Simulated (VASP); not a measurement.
# Zn (Im-3m) in VASP: single point with PBE

Aim: the single point of Zn with PBE.

Everything below comes from runs of VASP 6.6.1. Logs are shortened: lines on timing, memory, paths and dates and some standing lists are left out, and cuts for length are marked.

## Step 1: The cell of the first run

It takes space group Im-3m (No. 229, cubic). The conventional cell has a = 3.132 Å, b = 3.132 Å, c = 3.132 Å, α = 90.00°, β = 90.00°, γ = 90.00°. Within 3.6 Å of Zn (site symmetry m-3m) lie 14 Zn at 2.71 to 3.13 Å.

This isn't the form of Zn at room conditions, which is hcp.

## Step 2: Single point, PBE

File POSCAR:

```
Zn
1.0
   -1.5659931993      1.5659931993      1.5659931993
    1.5659931993     -1.5659931993      1.5659931993
    1.5659931993      1.5659931993     -1.5659931993
Zn
1
Direct
    0.0000000000      0.0000000000      0.0000000000
```

File INCAR.step1:

```
PREC = Accurate
ENCUT = 520
EDIFF = 1E-6
ISMEAR = 0
SIGMA = 0.05
LREAL = F
LASPH = T
NELM = 100
ALGO = Normal
ISIF = 2
LWAVE = F
LCHARG = T
GGA = PE
NBANDS = 12
```

File KPOINTS.step1:

```
Automatic mesh
0
Gamma
  18 18 18
```

File INCAR.step2:

```
PREC = Accurate
ENCUT = 520
EDIFF = 1E-6
ISMEAR = -5
SIGMA = 0.05
LREAL = F
LASPH = T
NELM = 100
ALGO = Normal
ISIF = 2
LWAVE = F
LCHARG = F
GGA = PE
LORBIT = 10
NEDOS = 1001
ICHARG = 11
```

File KPOINTS.step2:

```
Automatic mesh
0
Gamma
  27 27 27
```

Potentials or basis: VASP PAW PBE potentials, release 64 (Zn).

On the command line:

```console
$ cat potpaw_PBE.64/Zn/POTCAR > POTCAR
$ cp INCAR.step1 INCAR
$ cp KPOINTS.step1 KPOINTS
$ mpirun -np 1 vasp_std > vasp.out
$ cp INCAR.step2 INCAR
$ cp KPOINTS.step2 KPOINTS
$ mpirun -np 1 vasp_std > vasp.out
```

OUTCAR:

```text
PREC = Accurate
   ENCUT = 520
   EDIFF = 1E-6
   ISMEAR = -5
   LREAL = F
   LASPH = T
   NELM = 100
   ISIF = 2
   GGA = PE
   LORBIT = 10
   ICHARG = 11

 ion  position               nearest neighbor table
   1  0.000  0.000  0.000-

  LATTYP: Found a body centered cubic cell.
 ALAT       =     3.1319863986

  Lattice vectors:

 A1 = (  -1.5659931993,   1.5659931993,   1.5659931993)
 A2 = (   1.5659931993,  -1.5659931993,   1.5659931993)
 A3 = (   1.5659931993,   1.5659931993,  -1.5659931993)

Analysis of symmetry for initial positions (statically):
=====================================================================
 Subroutine PRICEL returns:
 Original cell was already a primitive cell.

 Routine SETGRP: Setting up the symmetry group for a
 body centered cubic supercell.

 Subroutine GETGRP returns: Found 48 space group operations
 (whereof 48 operations were pure point group operations)
 out of a pool of 48 trial point group operations.

The static configuration has the point symmetry O_h .

Analysis of symmetry for dynamics (positions and initial velocities):
=====================================================================
 Subroutine PRICEL returns:
 Original cell was already a primitive cell.

 Routine SETGRP: Setting up the symmetry group for a
 body centered cubic supercell.

 Subroutine GETGRP returns: Found 48 space group operations
 (whereof 48 operations were pure point group operations)
 out of a pool of 48 trial point group operations.

The dynamic configuration has the point symmetry O_h .

 Subroutine INISYM returns: Found 48 space group operations
 (whereof 48 operations are pure point group operations),
 and found     1 'primitive' translations

----------------------------------------------------------------------------------------

                                     Primitive cell

  volume of cell :      15.3614

  direct lattice vectors                    reciprocal lattice vectors
    -1.565993199  1.565993199  1.565993199     0.000000000  0.319286189  0.319286189
     1.565993199 -1.565993199  1.565993199     0.319286189  0.000000000  0.319286189
     1.565993199  1.565993199 -1.565993199     0.319286189  0.319286189  0.000000000

  length of vectors
     2.712379785  2.712379785  2.712379785     0.451538858  0.451538858  0.451538858

  position of ions in fractional coordinates (direct lattice)
     0.000000000  0.000000000  0.000000000

[... 83 lines left out ...]
   ISIF   =      2    stress and relaxation
   ISYM   =      2    0-nonsym 1-usesym 2-fastsym
   POTIM  = 0.5000    time-step for ionic-motion
   TEBEG  =    0.0;   TEEND  =   0.0 temperature during run
   PSTRESS=    0.0 pullay stress
   NELECT =      12.0000    total number of electrons
   NUPDOWN=      -1.0000    fix difference up-down
   EMIN   =  10.00;   EMAX   =-10.00  energy-range for DOS
   EFERMI =   0.00;   METHOD = LEGACY
   ISMEAR =    -5;   SIGMA  =   0.05  broadening in eV -4-tet -1-fermi 0-gaus
   EFERMI_NEDOS =   21; number of points for ismear=-14 and -15
   IALGO  =     38    algorithm
   IMIX   =      4    mixing-type and parameters
     AMIX     =   0.40;   BMIX     =  1.00
     AMIX_MAG =   1.60;   BMIX_MAG =  1.00
  volume/ion in A,a.u.               =      15.36       103.66
  Fermi-wavevector in a.u.,A,eV,Ry     =   1.507736  2.849208 30.929697  2.273269
  Thomas-Fermi vector in A             =   2.618283
   LORBIT       =     10    0 simple, 1 ext, 2 COOP (PROOUT), +10 PAW based schemes
   GGA     = PE    functional components
   LHFCALC =     F    Hartree Fock is set to
   AEXX    =    0.0000 exact exchange contribution
   IVDW    =     0    specifies the selected vdW correction
   LEPSILON=     F    determine dielectric tensor
   LRPA    =     F    only Hartree local field effects (RPA)
 non-spin polarized calculation
 Fermi weights with tetrahedron method with Bloechl corrections
  energy-cutoff  :      520.00
  volume of cell :       15.36
 maximum number of plane-waves:       427

 number of electron      12.0000024 magnetization

 Free energy of the ion-electron system (eV)
  ---------------------------------------------------
  ext. energy  EPLUGINS =         0.00000000
  ---------------------------------------------------
  free energy    TOTEN  =        -1.02404960 eV

  energy without entropy =       -1.02404960  energy(sigma->0) =       -1.02404960

 E-fermi :   3.1849     XC(G=0): -11.5141

 val. band max:        3.2225859930   @ k =  -0.3333  -0.3704   0.0370
 cond. band min:       3.0229392934   @ k =  -0.4815  -0.4815   0.1852
 fundamental gap:     -0.1996466996
 Fermi energy:         3.1849211607

 k-point     1 :       0.0000    0.0000    0.0000
  band No.  band energies     occupation
      1      -7.2540      2.00000
      2      -4.6402      2.00000
      3      -4.6402      2.00000
      4      -4.6402      2.00000
      5      -4.1424      2.00000
      6      -4.1424      2.00000
      7      22.1882      0.00000
      8      22.1882      0.00000
      9      22.1886      0.00000
     10      23.8926      0.00000
[... 287 lines left out ...]
 k-point    24 :       0.3704    0.0370    0.0000
  band No.  band energies     occupation
      1      -5.2497      2.00000
      2      -4.9045      2.00000
      3      -4.1865      2.00000
      4      -4.1208      2.00000
      5      -3.9272      2.00000
      6      -1.9277      2.00000
      7       5.3761      0.00000
      8      14.6109      0.00000
      9      15.9033      0.00000
     10      19.1532      0.00000

 [... further k-points ...]

------------------------ aborting loop because EDIFF is reached ----------------------------------------

  FORCE on cell =-STRESS in cart. coord.  units (eV):
  Direction    XX          YY          ZZ          XY          YZ          ZX
  --------------------------------------------------------------------------------------
  -------------------------------------------------------------------------------------
  Total       -0.0807021     -0.0807021     -0.0807021      0.0000000      0.0000000     -0.0000000
  in kB       -8.4171643     -8.4171643     -8.4171643      0.0000000      0.0000000     -0.0000000
  external PRESSURE =      -8.4171643 kB  Pullay stress =       0.0000000 kB

 VOLUME and BASIS-vectors are now :
 -----------------------------------------------------------------------------
  energy-cutoff  :      520.00
  volume of cell :       15.36
      direct lattice vectors                 reciprocal lattice vectors
    -1.565993199  1.565993199  1.565993199     0.000000000  0.319286189  0.319286189
     1.565993199 -1.565993199  1.565993199     0.319286189  0.000000000  0.319286189
     1.565993199  1.565993199 -1.565993199     0.319286189  0.319286189  0.000000000

 POSITION                                       TOTAL-FORCE (eV/Angst)
 -----------------------------------------------------------------------------------
      0.00000      0.00000      0.00000        -0.000000      0.000000      0.000000
 -----------------------------------------------------------------------------------
    total drift:                               -0.000000     -0.000000      0.000000

  FREE ENERGIE OF THE ION-ELECTRON SYSTEM (eV)
  ---------------------------------------------------
  free  energy   TOTEN  =        -1.0240496024 eV

  energy  without entropy=       -1.0240496024  energy(sigma->0) =       -1.02404960

 total charge

# of ion       s       p       d       tot
------------------------------------------
    1        0.601   0.410   9.728  10.739
```

It took 1.8 min on 1 thread of Intel Xeon 8259CL, shared host; peak memory 0.24 GiB.

What came out:

```
Valence electrons inside the program's atomic spheres : Zn 10.74
```

Caveat: tetrahedron occupations give inexact forces and stress in metals.
